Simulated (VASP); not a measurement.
# BP (F-43m) in VASP: further runs, part 2 of 2

VASP 6.6.1. Earlier steps stand in the parts before.

**3. Density of states, PBE**

File POSCAR:

```
BP
1.0
    0.0000000000      2.2741520094      2.2741520094
    2.2741520094      0.0000000000      2.2741520094
    2.2741520094      2.2741520094      0.0000000000
B P
1 1
Direct
    0.0000000000      0.0000000000      0.0000000000
    0.2500000000      0.2500000000      0.2500000000
```

File INCAR.step1:

```
SYSTEM = BP
PREC     = Accurate       ! precision mode
ENCUT    = 520            ! plane-wave cutoff, eV
EDIFF    = 1E-7           ! SCF threshold, eV
ISMEAR   = 0              ! smearing method
SIGMA    = 0.02           ! smearing width, eV
LREAL    = .False.        ! projectors in reciprocal space
LASPH    = .True.         ! aspherical terms in the spheres
NELM     = 80             ! most SCF steps
ALGO     = Normal         ! electronic algorithm
ISIF     = 2              ! what is computed and relaxed
LWAVE    = .False.        ! write WAVECAR
LCHARG   = .True.         ! write CHGCAR
GGA      = PE             ! functional
NBANDS   = 11             ! bands
```

File KPOINTS.step1:

```
Automatic mesh
0
Gamma
  10 10 10
  0 0 0
```

File INCAR.step2:

```
SYSTEM = BP
PREC     = Accurate       ! precision mode
ENCUT    = 520            ! plane-wave cutoff, eV
EDIFF    = 1E-7           ! SCF threshold, eV
ISMEAR   = -5             ! smearing method
SIGMA    = 0.02           ! smearing width, eV
LREAL    = .False.        ! projectors in reciprocal space
LASPH    = .True.         ! aspherical terms in the spheres
NELM     = 80             ! most SCF steps
ALGO     = Normal         ! electronic algorithm
ISIF     = 2              ! what is computed and relaxed
LWAVE    = .False.        ! write WAVECAR
LCHARG   = .False.        ! write CHGCAR
GGA      = PE             ! functional
LORBIT   = 11             ! projections on sites
NBANDS   = 11             ! bands
NEDOS    = 2001           ! points of the DOS
ICHARG   = 11             ! starting density
```

File KPOINTS.step2:

```
Automatic mesh
0
Gamma
  15 15 15
  0 0 0
```

Potentials or basis: VASP PAW PBE potentials, release 64 (B, P).

On the command line:

```sh
$ cat potpaw_PBE.64/B/POTCAR potpaw_PBE.64/P/POTCAR > POTCAR
$ cp INCAR.step1 INCAR
$ cp KPOINTS.step1 KPOINTS
$ mpirun -np 1 vasp_std > vasp.out
$ cp INCAR.step2 INCAR
$ cp KPOINTS.step2 KPOINTS
$ mpirun -np 1 vasp_std > vasp.out
```

OUTCAR:

```text
SYSTEM = BP
   PREC = Accurate
   ENCUT = 520
   EDIFF = 1E-7
   ISMEAR = -5
   LREAL = .False.
   LASPH = .True.
   NELM = 80
   ISIF = 2
   GGA = PE
   LORBIT = 11
   ICHARG = 11

 ion  position               nearest neighbor table
   1  0.000  0.000  0.000-   2 1.97   2 1.97   2 1.97   2 1.97
   2  0.250  0.250  0.250-   1 1.97   1 1.97   1 1.97   1 1.97

  LATTYP: Found a face centered cubic cell.
 ALAT       =     4.5483040188

  Lattice vectors:

 A1 = (   0.0000000000,   2.2741520094,   2.2741520094)
 A2 = (   2.2741520094,   0.0000000000,   2.2741520094)
 A3 = (   2.2741520094,   2.2741520094,   0.0000000000)

Analysis of symmetry for initial positions (statically):
=====================================================================
 Subroutine PRICEL returns:
 Original cell was already a primitive cell.

 Routine SETGRP: Setting up the symmetry group for a
 face centered cubic supercell.

 Subroutine GETGRP returns: Found 24 space group operations
 (whereof 24 operations were pure point group operations)
 out of a pool of 48 trial point group operations.

The static configuration has the point symmetry T_d .

Analysis of symmetry for dynamics (positions and initial velocities):
[... 177 lines left out ...]
      9      18.8198      0.00000
     10      19.4619      0.00000
     11      19.4619      0.00000
[... 309 lines left out ...]
 k-point    24 :       0.2000    0.1333    0.0000
  band No.  band energies     occupation
      1      -7.3345      2.00000
      2       4.7410      2.00000
      3       5.6529      2.00000
      4       5.9821      2.00000
      5      10.0635      0.00000
      6      12.9757      0.00000
      7      13.1330      0.00000
      8      14.4227      0.00000
      9      18.0322      0.00000
     10      19.9505      0.00000
     11      20.8579      0.00000

 [... further k-points ...]
[... 5 lines left out ...]
  --------------------------------------------------------------------------------------
  -------------------------------------------------------------------------------------
  Total       -0.0320692     -0.0320692     -0.0320692     -0.0000000     -0.0000000      0.0000000
  in kB       -2.1842929     -2.1842929     -2.1842929     -0.0000000     -0.0000000      0.0000000
  external PRESSURE =      -2.1842929 kB  Pullay stress =       0.0000000 kB

 VOLUME and BASIS-vectors are now :
 -----------------------------------------------------------------------------
  energy-cutoff  :      520.00
  volume of cell :       23.52
      direct lattice vectors                 reciprocal lattice vectors
     0.000000000  2.274152009  2.274152009    -0.219862172  0.219862172  0.219862172
     2.274152009  0.000000000  2.274152009     0.219862172 -0.219862172  0.219862172
     2.274152009  2.274152009  0.000000000     0.219862172  0.219862172 -0.219862172

 POSITION                                       TOTAL-FORCE (eV/Angst)
 -----------------------------------------------------------------------------------
      0.00000      0.00000      0.00000         0.000000     -0.000000     -0.000000
      1.13708      1.13708      1.13708        -0.000000      0.000000      0.000000
 -----------------------------------------------------------------------------------
    total drift:                                0.000000      0.000000      0.000000

  FREE ENERGIE OF THE ION-ELECTRON SYSTEM (eV)
  ---------------------------------------------------
  free  energy   TOTEN  =       -12.9312099133 eV

  energy  without entropy=      -12.9312099133  energy(sigma->0) =      -12.93120991

 total charge

# of ion       s       p       d       tot
------------------------------------------
    1        0.666   1.266   0.000   1.932
    2        0.992   1.572   0.000   2.565
--------------------------------------------------
tot          1.659   2.838   0.000   4.497
```

OUTCAR.step1:

```text
SYSTEM = BP
   PREC = Accurate
   ENCUT = 520
   EDIFF = 1E-7
   ISMEAR = 0
   LREAL = .False.
   LASPH = .True.
[... 557 lines left out ...]
      0.00000      0.00000      0.00000        -0.000000     -0.000000      0.000000
      1.13708      1.13708      1.13708         0.000000      0.000000     -0.000000
 -----------------------------------------------------------------------------------
    total drift:                                0.000000      0.000000      0.000000

  FREE ENERGIE OF THE ION-ELECTRON SYSTEM (eV)
  ---------------------------------------------------
  free  energy   TOTEN  =       -12.9308978216 eV

  energy  without entropy=      -12.9308978216  energy(sigma->0) =      -12.93089782
```

OSZICAR.step1:

```text
N       E                     dE             d eps       ncg     rms          rms(c)
DAV:   1     0.979408595027E+01    0.97941E+01   -0.38931E+03  1034   0.654E+02
DAV:   2    -0.129874055697E+02   -0.22781E+02   -0.21709E+02  1382   0.109E+02
DAV:   3    -0.136216717711E+02   -0.63427E+00   -0.63252E+00  1312   0.162E+01
DAV:   4    -0.136240174416E+02   -0.23457E-02   -0.23454E-02  1184   0.116E+00
DAV:   5    -0.136240297731E+02   -0.12331E-04   -0.12331E-04  1255   0.831E-02    0.714E+00
DAV:   6    -0.130268580902E+02    0.59717E+00   -0.13715E+00  1172   0.504E+00    0.385E+00
DAV:   7    -0.129381058720E+02    0.88752E-01   -0.22640E-01  1274   0.237E+00    0.132E+00
DAV:   8    -0.129303637131E+02    0.77422E-02   -0.26324E-02  1224   0.925E-01    0.190E-01
DAV:   9    -0.129306891827E+02   -0.32547E-03   -0.71657E-04  1204   0.180E-01    0.120E-01
DAV:  10    -0.129308862024E+02   -0.19702E-03   -0.24763E-04  1160   0.988E-02    0.279E-02
DAV:  11    -0.129308968726E+02   -0.10670E-04   -0.11396E-05  1326   0.224E-02    0.327E-02
DAV:  12    -0.129308978750E+02   -0.10023E-05   -0.45488E-06  1160   0.105E-02    0.136E-02
DAV:  13    -0.129308977547E+02    0.12026E-06   -0.12223E-07   965   0.229E-03    0.578E-03
DAV:  14    -0.129308978216E+02   -0.66910E-07   -0.42368E-08   598   0.118E-03
   1 F= -.12930898E+02 E0= -.12930898E+02  d E =-.979550E-21
```

It took 20 s on 1 thread of Intel Xeon Platinum 8375C at 2.90GHz (Ice Lake), shared host; peak memory 0.14 GiB.

What came out:

```yaml
Valence_electrons_inside_the_program's_atomic_spheres: B 1.93; P 2.56
```

Levels at points of the mesh, in eV from the valence-band top:
| k point | band 1 | band 2 | band 3 | band 4 | band 5 | band 6 | band 7 | band 8 |
| --- | --- | --- | --- | --- | --- | --- | --- | --- |
| (0.00, 0.00, 0.00) | -15.40 | 0.00 | 0.00 | 0.00 | 3.39 | 3.39 | 3.39 | 7.27 |

**4. Elastic constants, PBE**

File INCAR:

```
SYSTEM = BP
PREC = Accurate ; ENCUT = 600
EDIFF = 1E-8 ; ISMEAR = 0
SIGMA = 0.01 ; LREAL = .False.
LASPH = .True. ; NELM = 60
ALGO = Normal ; ISIF = 3
LWAVE = .False. ; LCHARG = .False.
GGA = PE ; IBRION = 6
NFREE = 2 ; POTIM = 0.015
NSW = 1
```

File KPOINTS:

```
regular mesh
0
Gamma
  12 12 12
  0 0 0
```

File POSCAR:

```
BP
1.0
    0.0000000000      2.2741853686      2.2741853686
    2.2741853686      0.0000000000      2.2741853686
    2.2741853686      2.2741853686      0.0000000000
B P
1 1
Direct
    0.0000000000      0.0000000000      0.0000000000
    0.2500000000      0.2500000000      0.2500000000
```

Potentials or basis: VASP PAW PBE potentials, release 64 (B, P).

On the command line:

```sh
$ cat potpaw_PBE.64/B/POTCAR potpaw_PBE.64/P/POTCAR > POTCAR
$ mpirun -np 1 vasp_std > vasp.out
```

OUTCAR:

```text
SYSTEM = BP
   PREC = Accurate
   ENCUT = 600
   EDIFF = 1E-8
   ISMEAR = 0
   LREAL = .False.
   LASPH = .True.
   NELM = 60
   ISIF = 3
   GGA = PE
   IBRION = 6
   NFREE = 2
   POTIM = 0.015
   NSW = 1

 ion  position               nearest neighbor table
   1  0.000  0.000  0.000-   2 1.97   2 1.97   2 1.97   2 1.97
   2  0.250  0.250  0.250-   1 1.97   1 1.97   1 1.97   1 1.97

  LATTYP: Found a face centered cubic cell.
 ALAT       =     4.5483707372

  Lattice vectors:

 A1 = (   0.0000000000,   2.2741853686,   2.2741853686)
 A2 = (   2.2741853686,   0.0000000000,   2.2741853686)
 A3 = (   2.2741853686,   2.2741853686,   0.0000000000)

Analysis of symmetry for initial positions (statically):
=====================================================================
 Subroutine PRICEL returns:
 Original cell was already a primitive cell.

 Routine SETGRP: Setting up the symmetry group for a
 face centered cubic supercell.

 Subroutine GETGRP returns: Found 24 space group operations
 (whereof 24 operations were pure point group operations)
 out of a pool of 48 trial point group operations.

The static configuration has the point symmetry T_d .

Analysis of symmetry for dynamics (positions and initial velocities):
=====================================================================
 Subroutine PRICEL returns:
 Original cell was already a primitive cell.

 Routine SETGRP: Setting up the symmetry group for a
 face centered cubic supercell.

 Subroutine GETGRP returns: Found 24 space group operations
 (whereof 24 operations were pure point group operations)
 out of a pool of 48 trial point group operations.

The dynamic configuration has the point symmetry T_d .

 Subroutine INISYM returns: Found 24 space group operations
 (whereof 24 operations are pure point group operations),
 and found     1 'primitive' translations

----------------------------------------------------------------------------------------

                                     Primitive cell

  volume of cell :      23.5238

  direct lattice vectors                    reciprocal lattice vectors
     0.000000000  2.274185369  2.274185369    -0.219858947  0.219858947  0.219858947
     2.274185369  0.000000000  2.274185369     0.219858947 -0.219858947  0.219858947
     2.274185369  2.274185369  0.000000000     0.219858947  0.219858947 -0.219858947

  length of vectors
     3.216183792  3.216183792  3.216183792     0.380806866  0.380806866  0.380806866

  position of ions in fractional coordinates (direct lattice)
     0.000000000  0.000000000  0.000000000
     0.250000000  0.250000000  0.250000000

  ion indices of the primitive-cell ions
   primitive index   ion index
[... 232 lines left out ...]
--------------------------------------- Ionic step       15  -------------------------------------------

 number of electron       8.0000000 magnetization

------------------------ aborting loop because EDIFF is reached ----------------------------------------
[... 67 lines left out ...]
--------------------------------------- Ionic step       17  -------------------------------------------

 number of electron       8.0000000 magnetization

 Free energy of the ion-electron system (eV)
  ---------------------------------------------------
  ext. energy  EPLUGINS =         0.00000000
  ---------------------------------------------------
  free energy    TOTEN  =       -12.93062197 eV

  energy without entropy =      -12.93062197  energy(sigma->0) =      -12.93062197

 E-fermi :   7.5073     XC(G=0): -10.8778

 val. band max:        7.4670605602   @ k =   0.0000   0.0000   0.0000
 cond. band min:       8.5943649521   @ k =   0.0000   0.4167   0.4167
 fundamental gap:      1.1273043919
 Fermi energy:         7.5072892353

 k-point     1 :       0.0000    0.0000    0.0000
  band No.  band energies     occupation
      1      -8.0478      2.00000
      2       7.2357      2.00000
      3       7.3525      2.00000
      4       7.4671      2.00000
      5      10.6644      0.00000
      6      10.7408      0.00000
      7      10.8201      0.00000
      8      14.6212      0.00000
[... 243 lines left out ...]
 k-point    24 :      -0.4167    0.1667    0.0000
  band No.  band energies     occupation
      1      -4.4142      2.00000
      2      -1.2128      2.00000
      3       3.4953      2.00000
      4       5.0410      2.00000
      5      10.8958      0.00000
      6      13.5036      0.00000
      7      13.6271      0.00000
      8      17.7223      0.00000

 [... further k-points ...]
[... 5 lines left out ...]
  --------------------------------------------------------------------------------------
  -------------------------------------------------------------------------------------
  Total       -0.0318270     -0.0281662     -0.0281662      0.0000000      0.1050121      0.0000000
  in kB       -2.1676978     -1.9183653     -1.9183653      0.0000000      7.1522419      0.0000000
  external PRESSURE =      -2.0014761 kB  Pullay stress =       0.0000000 kB
[... 17 lines left out ...]
  FREE ENERGIE OF THE ION-ELECTRON SYSTEM (eV)
  ---------------------------------------------------
  free  energy   TOTEN  =       -12.9306219705 eV

  energy  without entropy=      -12.9306219705  energy(sigma->0) =      -12.93062197

 INTERNAL STRAIN TENSORS FROM STRAINED CELLS
 ============================================

 INTERNAL STRAIN TENSOR FOR ION    1 for displacements in x,y,z  (eV/Angst):
          X           Y           Z          XY          YZ          ZX
  --------------------------------------------------------------------------------
  x    -0.00000     0.00000     0.00000     0.00000     7.01213     0.00000
  y     0.00000     0.00000     0.00000    -0.00000    -0.00000     7.01204
  z     0.00000     0.00000     0.00000     7.01208    -0.00000     0.00000

 INTERNAL STRAIN TENSORS FROM DISPLACED ATOMS
 ============================================

 INTERNAL STRAIN TENSOR FOR ION    1 for displacements in x,y,z  (eV/Angst):
          X           Y           Z          XY          YZ          ZX
  --------------------------------------------------------------------------------
  x    -0.00000     0.00000     0.00000     0.00000     7.00977     0.00000
  y    -0.00000    -0.00000    -0.00000     0.00000     0.00000     7.00977
  z     0.00000     0.00000    -0.00000     7.00977     0.00000     0.00000

 INTERNAL STRAIN TENSOR FOR ION    2 for displacements in x,y,z  (eV/Angst):
          X           Y           Z          XY          YZ          ZX
  --------------------------------------------------------------------------------
  x     0.00000     0.00000     0.00000     0.00000    -7.00388     0.00000
  y     0.00000     0.00000     0.00000     0.00000     0.00000    -7.00388
  z     0.00000     0.00000     0.00000    -7.00388     0.00000     0.00000

 Eigenvectors and eigenvalues of the dynamical matrix
 ----------------------------------------------------

   1 f  =   23.934941 THz   150.387668 2PiTHz  798.383683 cm-1    98.986916 meV
             X         Y         Z           dx          dy          dz
      0.000000  0.000000  0.000000     0.000000    0.860978    0.000000
      1.137093  1.137093  1.137093     0.000000   -0.508643    0.000000
[... 21 lines left out ...]
   6 f/i=    0.000318 THz     0.001996 2PiTHz    0.010597 cm-1     0.001314 meV
             X         Y         Z           dx          dy          dz
      0.000000  0.000000  0.000000     0.000000    0.000000   -0.508643
      1.137093  1.137093  1.137093     0.000000    0.000000   -0.860978

--------------------------------------------------------------------------------------------------------

 ELASTIC MODULI CONTR FROM IONIC RELAXATION (kBar)
 Direction    XX          YY          ZZ          XY          YZ          ZX
 --------------------------------------------------------------------------------
 XX          -0.0000     -0.0000     -0.0000      0.0000      0.0000      0.0000
 YY          -0.0000     -0.0000     -0.0000      0.0000      0.0000      0.0000
 ZZ          -0.0000     -0.0000     -0.0000      0.0000      0.0000      0.0000
 XY           0.0000      0.0000      0.0000   -178.0107      0.0000      0.0000
 YZ           0.0000      0.0000      0.0000      0.0000   -178.0107      0.0000
 ZX           0.0000      0.0000      0.0000      0.0000      0.0000   -178.0107
 --------------------------------------------------------------------------------

 TOTAL ELASTIC MODULI (kBar)
 Direction    XX          YY          ZZ          XY          YZ          ZX
 --------------------------------------------------------------------------------
 XX        3393.2691    726.0203    726.0203      0.0000      0.0000      0.0000
 YY         726.0203   3393.2691    726.0203      0.0000     -0.0000      0.0000
 ZZ         726.0203    726.0203   3393.2691      0.0000      0.0000      0.0000
 XY           0.0000      0.0000      0.0000   1852.1160      0.0000      0.0000
 YZ           0.0000     -0.0000      0.0000      0.0000   1852.1160      0.0000
 ZX           0.0000      0.0000      0.0000      0.0000      0.0000   1852.1160
 --------------------------------------------------------------------------------
```

OSZICAR:

```text
N       E                     dE             d eps       ncg     rms          rms(c)
DAV:   1     0.137119366612E+02    0.13712E+02   -0.44775E+03  1152   0.101E+03
DAV:   2    -0.133038717900E+02   -0.27016E+02   -0.25872E+02  1776   0.121E+02
DAV:   3    -0.136250930432E+02   -0.32122E+00   -0.32122E+00  1376   0.173E+01
DAV:   4    -0.136257933623E+02   -0.70032E-03   -0.70032E-03  1872   0.822E-01
[... 182 lines left out ...]
DAV:   3    -0.129306193405E+02    0.26668E-04   -0.13597E-04  5384   0.886E-02    0.279E-02
DAV:   4    -0.129306224210E+02   -0.30805E-05   -0.12532E-05  6544   0.339E-02    0.626E-03
DAV:   5    -0.129306219282E+02    0.49280E-06   -0.33292E-06  5800   0.126E-02    0.878E-04
DAV:   6    -0.129306219648E+02   -0.36574E-07   -0.18239E-07  5264   0.390E-03    0.829E-04
DAV:   7    -0.129306219705E+02   -0.57082E-08   -0.65072E-09  4072   0.813E-04
  17 F= -.12930622E+02 E0= -.12930622E+02  d E =-.305839E-12
```

stdout:

```text
POSCAR found type information on POSCAR B P
 POSCAR found :  2 types and       2 ions
 scaLAPACK will be used
 LDA part: xc-table for (Slater+PW92), standard interpolation
 POSCAR, INCAR and KPOINTS ok, starting setup
 FFT: planning ... GRIDC
 FFT: planning ... GRID_SOFT
 FFT: planning ... GRID
 WAVECAR not read
 entering main loop
 Found     2 degrees of freedom:
 Adding 6 more for cell shape distortion
 Finite differences POTIM= 0.01500 DOF=   8
 bond charge predicted
 Finite differences progress:
 bond charge predicted
 Finite differences progress:
 bond charge predicted
 Finite differences progress:
 bond charge predicted
 Finite differences progress:
 bond charge predicted
 Finite differences progress:
 bond charge predicted
 Finite differences progress:
 bond charge predicted
 Finite differences progress:
 bond charge predicted
 Finite differences progress:
 bond charge predicted
 Finite differences progress:
 bond charge predicted
 Finite differences progress:
 bond charge predicted
 Finite differences progress:
 bond charge predicted
 Finite differences progress:
 bond charge predicted
 Finite differences progress:
 bond charge predicted
 Finite differences progress:
 bond charge predicted
 Finite differences progress:
 bond charge predicted
 Finite differences progress:
```

It took 7.4 min on 1 thread of Intel Xeon 6975P-C (Granite Rapids), shared host; peak memory 0.36 GiB.

Results:

```yaml
Elastic_constants_C11_C12_C44: 339, 73, 185 GPa
Voigt_bulk_modulus: 162 GPa
Highest_phonon_frequency_at_Γ_LO-TO_splitting_left_out: 798 cm⁻¹
```

Phonon frequencies in cm⁻¹ (negative: imaginary):
| q point | frequencies |
| --- | --- |
| (0.000, 0.000, 0.000) | 0 0 0 798 798 798 |

Elastic tensor in Voigt notation (GPa, in the Cartesian axes of the cell as first typed):
```
339  73  73   0   0   0
 73 339  73   0   0   0
 73  73 339   0   0   0
  0   0   0 185   0   0
  0   0   0   0 185   0
  0   0   0   0   0 185
```

Clamped-ion elastic tensor (GPa):
```
339  73  73   0   0   0
 73 339  73   0   0   0
 73  73 339   0   0   0
  0   0   0 203   0   0
  0   0   0   0 203   0
  0   0   0   0   0 203
```
